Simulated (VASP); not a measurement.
# Pt (Fm-3m) in VASP: single point with PBE

Aim: the single point of Pt with PBE.

Program: VASP 6.6.1. These are calculated values, not measurements. Logs are shortened: lines on timing, memory, paths and dates and some standing lists are left out, and cuts for length are marked.

## 1. The cell of the first run

Symmetry: Fm-3m, No. 225, cubic system. The conventional cell has a = 3.916 Å, b = 3.916 Å, c = 3.916 Å, α = 90.00°, β = 90.00°, γ = 90.00°. Pt (site symmetry m-3m) has 12 Pt at 2.77 Å within 3.6 Å.

## 2. Single point, PBE, non-collinear spin, zero start, spin-orbit coupling

Input file INCAR:

```
PREC = Accurate
ENCUT = 520
EDIFF = 1E-7
ISMEAR = -1
SIGMA = 0.03
LREAL = False
LASPH = True
NELM = 150
ALGO = Normal
ISIF = 2
LWAVE = False
LCHARG = False
MAGMOM = 0 0 0
LORBIT = 11
LSORBIT = True
GGA_COMPAT = False
LORBMOM = True
LMAXMIX = 4
GGA = PE
NBANDS = 21
```

Input file KPOINTS:

```
regular mesh
0
Gamma
  18 18 18
```

Input file POSCAR:

```
Pt
1.0
    0.0000000000      1.9579000000      1.9579000000
    1.9579000000      0.0000000000      1.9579000000
    1.9579000000      1.9579000000      0.0000000000
Pt
1
Direct
    0.0000000000      0.0000000000      0.0000000000
```

Potentials or basis: VASP PAW PBE potentials, release 64 (Pt).

Command:

```
$ cat potpaw_PBE.64/Pt/POTCAR > POTCAR
$ mpirun -np 1 vasp_ncl > vasp.out
```

OUTCAR:

```text
PREC = Accurate
   ENCUT = 520
   EDIFF = 1E-7
   ISMEAR = -1
   LREAL = False
   LASPH = True
   NELM = 150
   ISIF = 2
   LORBIT = 11
   LSORBIT = True
   GGA = PE

 ion  position               nearest neighbor table
   1  0.000  0.000  0.000-

  LATTYP: Found a face centered cubic cell.
 ALAT       =     3.9158000000

  Lattice vectors:

 A1 = (   0.0000000000,   1.9579000000,   1.9579000000)
 A2 = (   1.9579000000,   0.0000000000,   1.9579000000)
 A3 = (   1.9579000000,   1.9579000000,   0.0000000000)

Analysis of symmetry for initial positions (statically):
=====================================================================
 Subroutine PRICEL returns:
 Original cell was already a primitive cell.

 Routine SETGRP: Setting up the symmetry group for a
 face centered cubic supercell.

 Subroutine GETGRP returns: Found 48 space group operations
 (whereof 48 operations were pure point group operations)
 out of a pool of 48 trial point group operations.

The static configuration has the point symmetry O_h .

Analysis of symmetry for dynamics (positions and initial velocities):
=====================================================================
 Subroutine PRICEL returns:
 Original cell was already a primitive cell.

 Routine SETGRP: Setting up the symmetry group for a
 face centered cubic supercell.

 Subroutine GETGRP returns: Found 48 space group operations
 (whereof 48 operations were pure point group operations)
 out of a pool of 48 trial point group operations.

The dynamic configuration has the point symmetry O_h .

Analysis of structural, dynamic, and magnetic symmetry:
=====================================================================
 Subroutine PRICEL returns:
 Original cell was already a primitive cell.

 Routine SETGRP: Setting up the symmetry group for a
 face centered cubic supercell.

 Subroutine GETGRP returns: Found 48 space group operations
 (whereof 48 operations were pure point group operations)
 out of a pool of 48 trial point group operations.

The overall configuration has the point symmetry O_h .

 Subroutine INISYM returns: Found 48 space group operations
 (whereof 48 operations are pure point group operations),
 and found     1 'primitive' translations

----------------------------------------------------------------------------------------

                                     Primitive cell

  volume of cell :      15.0107

  direct lattice vectors                    reciprocal lattice vectors
     0.000000000  1.957900000  1.957900000    -0.255375658  0.255375658  0.255375658
[... 142 lines left out ...]
 Fermi energy:        11.4240810455

 k-point     1 :       0.0000    0.0000    0.0000
  band No.  band energies     occupation
      1       1.0880      1.00000
      2       1.0880      1.00000
      3       7.0831      1.00000
      4       7.0831      1.00000
      5       7.0831      1.00000
      6       7.0831      1.00000
[... 565 lines left out ...]
     20      33.9078      0.00000
     21      35.1332      0.00000

 [... further k-points ...]
[... 5 lines left out ...]
  --------------------------------------------------------------------------------------
  -------------------------------------------------------------------------------------
  Total        1.0942176      1.0942176      1.0942176      0.0000000      0.0000000      0.0000000
  in kB      116.7919065    116.7919065    116.7919065      0.0000000      0.0000000      0.0000000
  external PRESSURE =     116.7919065 kB  Pullay stress =       0.0000000 kB

 VOLUME and BASIS-vectors are now :
 -----------------------------------------------------------------------------
  energy-cutoff  :      520.00
  volume of cell :       15.01
      direct lattice vectors                 reciprocal lattice vectors
     0.000000000  1.957900000  1.957900000    -0.255375658  0.255375658  0.255375658
     1.957900000  0.000000000  1.957900000     0.255375658 -0.255375658  0.255375658
     1.957900000  1.957900000  0.000000000     0.255375658  0.255375658 -0.255375658

 POSITION                                       TOTAL-FORCE (eV/Angst)
 -----------------------------------------------------------------------------------
      0.00000      0.00000      0.00000         0.000000      0.000000      0.000000
 -----------------------------------------------------------------------------------
    total drift:                                0.000000      0.000000     -0.000000

  FREE ENERGIE OF THE ION-ELECTRON SYSTEM (eV)
  ---------------------------------------------------
  free  energy   TOTEN  =        -6.4737973085 eV

  energy  without entropy=       -6.4690628686  energy(sigma->0) =       -6.47143009

 orbital moment (x)

 # of ion     p       d       tot
 ----------------------------------------
  1        -0.000   0.000   0.000
 ----------------------------------------
           -0.000   0.000   0.000

 orbital moment (y)

 # of ion     p       d       tot
 ----------------------------------------
  1        -0.000   0.000   0.000
 ----------------------------------------
           -0.000   0.000   0.000

 orbital moment (z)

 # of ion     p       d       tot
 ----------------------------------------
  1         0.000   0.000   0.000
 ----------------------------------------
            0.000   0.000   0.000

 Spin-Orbit-Coupling matrix elements

 Ion:    1  E_soc:     -0.7857671
 l=   1
     0.0000000    -0.0336812    -0.0336812
    -0.0336812     0.0000000    -0.0336812
    -0.0336812    -0.0336812     0.0000000
 l=   2
     0.0000000    -0.0170056     0.0000000    -0.0170056    -0.0802744
    -0.0170056     0.0000000    -0.0602058    -0.0170056    -0.0200686
     0.0000000    -0.0602058     0.0000000    -0.0602058     0.0000000
    -0.0170056    -0.0170056    -0.0602058     0.0000000    -0.0200686
    -0.0802744    -0.0200686     0.0000000    -0.0200686     0.0000000
 l=   3
     0.0000000     0.0000000     0.0000000     0.0000000     0.0000000     0.0000000     0.0000000
     0.0000000     0.0000000     0.0000000     0.0000000     0.0000000     0.0000000     0.0000000
     0.0000000     0.0000000     0.0000000     0.0000000     0.0000000     0.0000000     0.0000000
     0.0000000     0.0000000     0.0000000     0.0000000     0.0000000     0.0000000     0.0000000
     0.0000000     0.0000000     0.0000000     0.0000000     0.0000000     0.0000000     0.0000000
     0.0000000     0.0000000     0.0000000     0.0000000     0.0000000     0.0000000     0.0000000
     0.0000000     0.0000000     0.0000000     0.0000000     0.0000000     0.0000000     0.0000000

 total charge

# of ion       s       p       d       tot
------------------------------------------
    1        0.644   0.637   8.033   9.314

 magnetization (x)

# of ion       s       p       d       tot
------------------------------------------
    1       -0.000   0.000   0.000  -0.000

 magnetization (y)

# of ion       s       p       d       tot
------------------------------------------
    1       -0.000   0.000   0.000  -0.000

 magnetization (z)

# of ion       s       p       d       tot
------------------------------------------
    1       -0.000  -0.000   0.000  -0.000
```

OSZICAR:

```text
N       E                     dE             d eps       ncg     rms          rms(c)
DAV:   1     0.542871875106E+02    0.54287E+02   -0.49450E+03  8270   0.904E+02
DAV:   2    -0.552830364674E+01   -0.59815E+02   -0.56063E+02  9485   0.222E+02
DAV:   3    -0.684109524498E+01   -0.13128E+01   -0.12989E+01  9437   0.317E+01
DAV:   4    -0.684843121388E+01   -0.73360E-02   -0.73351E-02  9493   0.260E+00
DAV:   5    -0.684850994856E+01   -0.78735E-04   -0.78733E-04  9667   0.273E-01    0.147E+01
DAV:   6    -0.651979023333E+01    0.32872E+00   -0.37369E-01  9005   0.720E+00    0.807E+00
DAV:   7    -0.647760432429E+01    0.42186E-01   -0.76714E-02  9440   0.328E+00    0.296E+00
DAV:   8    -0.647410245785E+01    0.35019E-02   -0.33399E-03  9243   0.537E-01    0.125E+00
DAV:   9    -0.647380799191E+01    0.29447E-03   -0.63134E-04  9702   0.253E-01    0.171E-01
DAV:  10    -0.647379308401E+01    0.14908E-04   -0.20221E-05  9415   0.474E-02    0.183E-02
DAV:  11    -0.647379697530E+01   -0.38913E-05   -0.98384E-07  9513   0.897E-03    0.932E-03
DAV:  12    -0.647379735027E+01   -0.37497E-06   -0.61815E-08  8573   0.233E-03    0.124E-03
DAV:  13    -0.647379730846E+01    0.41809E-07   -0.37780E-09  4820   0.553E-04
   1 F= -.64737973E+01 E0= -.64714301E+01  d E =-.473444E-02  mag=    -0.0000     0.0000     0.0000
```

stdout:

```text
POSCAR found type information on POSCAR Pt
 POSCAR found :  1 types and       1 ions
 scaLAPACK will be used
 LDA part: xc-table for (Slater+PW92), standard interpolation
 POSCAR, INCAR and KPOINTS ok, starting setup
 FFT: planning ... GRIDC
 FFT: planning ... GRID_SOFT
 FFT: planning ... GRID
 WAVECAR not read
 entering main loop
```

Run time: 2.2 min. Hardware: 1 thread of AMD EPYC 7R13 (Zen 3), shared host; peak memory 0.22 GiB.

What came out:

```yaml
Free_energy: -6.4738 eV
Pressure: 11.7 GPa
Net_moment: 0.00 μB per cell
Valence_electrons_inside_the_program's_atomic_spheres: Pt 9.31
```

Moments on the atoms (μB; x, y, z):
```
Pt  0.00 0.00 0.00
```
